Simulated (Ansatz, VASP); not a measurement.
One calculation of Be, two programs

File INCAR:

```
SYSTEM = Be
ALGO = Normal
EDIFF = 1E-7
ENCUT = 520
GGA = PS
ISIF = 2
ISMEAR = -1
LASPH = .True.
LCHARG = .False.
LREAL = .False.
LWAVE = .False.
NBANDS = 7
NELM = 100
PREC = Accurate
SIGMA = 0.03
```

The input KPOINTS:

```
k-points
0
Gamma
  23 23 23
  0 0 0
```

The input POSCAR:

```
Be
1.0
   -1.2155273228      1.2531209513      1.2531209513
    1.2531209513     -1.2155273228      1.2531209513
    1.2531209513      1.2531209513     -1.2155273228
Be
1
Direct
    0.0000000000      0.0000000000      0.0000000000
```

Input for Ansatz:

```yaml
crystal:
  lattice:
    - [-1.2155273228, 1.2531209513, 1.2531209513]
    - [1.2531209513, -1.2155273228, 1.2531209513]
    - [1.2531209513, 1.2531209513, -1.2155273228]
  atoms:
    - { symbol: Be, position: [0.0, 0.0, 0.0] }
kpoints:
  mp_grid: { grid: [23, 23, 23] }
  band_path:
    path:
      - [0.0, 0.0, 0.0]
      - [0.0, 0.0, 0.5]
      - [-0.5, 0.5, 0.5]
      - [-0.7422118581, 0.2577881419, 0.2577881419]
      - [0.2577881419, 0.2577881419, 0.2577881419]
      - [0.0, 0.0, 0.0]
      - [-0.5, 0.0, 0.5]
    npoints: 5
scf:
  occupations: { method: fermi_dirac, width: 0.03 }
hamiltonian:
  xc: pbesol
  pseudopotentials: { kind: all_electron, lapw: { basis_error: 0.00025 } }
output:
  forces: true
  stress: true
  eigenvalues: true
```

Change from the starting cell: equal xy, yz and zx shear strains of +3 %.

Alike in both runs: task single point; functional PBEsol; k mesh 23 × 23 × 23; occupations fermi-dirac, width 0.03 eV; no spin polarisation.

|  | VASP | Ansatz |
| --- | --- | --- |
| version | VASP 6.6.1 | Ansatz 0.2.0 |
| potentials or method | VASP PAW PBE potentials, release 64 (Be), cutoff 520 eV | all-electron LAPW, scalar-relativistic |

|  | VASP | Ansatz | Ansatz less VASP |
| --- | --- | --- | --- |
| pressure (GPa) | -1.1 | -1.6 | -0.45 |
| traceless stress, the component that is largest in VASP (GPa) | -5.69 | -5.66 | +0.028 |

VASP's potentials were made for PBE, not for PBEsol. Ansatz ran all-electron here, and VASP with PAW potentials.
